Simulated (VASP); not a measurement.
Write the native input for VASP 6.6.1 that does the following.

```
Task                   : relaxation of cell and atoms
Functional             : PBE
Potentials or basis    : VASP PAW PBE potentials, release 64 (K_sv, Sb, I)
Cutoff                 : 600 eV
k mesh                 : 4 × 4 × 4
Occupations            : gaussian, width 0.1 eV
Spin                   : no spin polarisation
Dipole correction      : no
Further INCAR settings : ALGO = Normal; EDIFF = 1e-06; IBRION = 2; EDIFFG = -0.04; NSW = 90; ISIF = 3
```

The structure of K3SbI lies in POSCAR:

```
K3SbI
1.0
    5.3771530500      0.0000000000      0.0000000000
    0.0000000000      5.3771530500      0.0000000000
    0.0000000000      0.0000000000      5.3771530500
K Sb I
3 1 1
Direct
    0.0000000000      0.5000000000      0.5000000000
    0.5000000000      0.0000000000      0.5000000000
    0.5000000000      0.5000000000      0.0000000000
    0.0000000000      0.0000000000      0.0000000000
    0.5000000000      0.5000000000      0.5000000000
```

The cell was generated, and may not be a known phase.

The input as run:

INCAR

```
SYSTEM = K3SbI
  PREC = Accurate
  ENCUT = 600
  EDIFF = 1E-6
  ISMEAR = 0
  SIGMA = 0.1
  LREAL = .False.
  LASPH = .True.
  NELM = 100
  ALGO = Normal
  ISIF = 3
  LWAVE = .False.
  LCHARG = .False.
  GGA = PE
  IBRION = 2
  NSW = 90
  EDIFFG = -0.04
```

KPOINTS

```
regular mesh
0
Gamma
  4 4 4
  0 0 0
```

Potentials or basis: VASP PAW PBE potentials, release 64 (K_sv, Sb, I).

Run with:

```console
$ cat potpaw_PBE.64/K_sv/POTCAR potpaw_PBE.64/Sb/POTCAR potpaw_PBE.64/I/POTCAR > POTCAR
$ mpirun -np 1 vasp_std > vasp.out
```

Results of the run:

| Property | Result |
| --- | --- |
| Relaxed volume | 54.07 Å³/atom |
| Relaxed cell | a = 6.466 Å, b = 6.466 Å, c = 6.466 Å, α = 90.00°, β = 90.00°, γ = 90.00° |
| Space group after relaxing (to 0.1 Å) | Pm-3m (No. 221) |
| Energy gained by relaxing | 798.1 meV/atom |
| Ionic steps | 5 |
| Pressure after relaxing | 0.0 GPa |
| Band gap on the k mesh | zero (an odd number of electrons rules out a gap without spin polarisation) |

Caveat: the volume moved by over 15 % at a fixed basis, so the end points are rough; spin-orbit coupling is left out, which moves the levels of the heavy elements; an odd number of electrons without spin polarisation forces a metal; a magnetic or distorted state may lie lower.

It took 3.1 min on 1 thread of Intel(R) Xeon(R) Platinum 8559C (Emerald Rapids), on a shared host, peak memory 0.36 GiB.
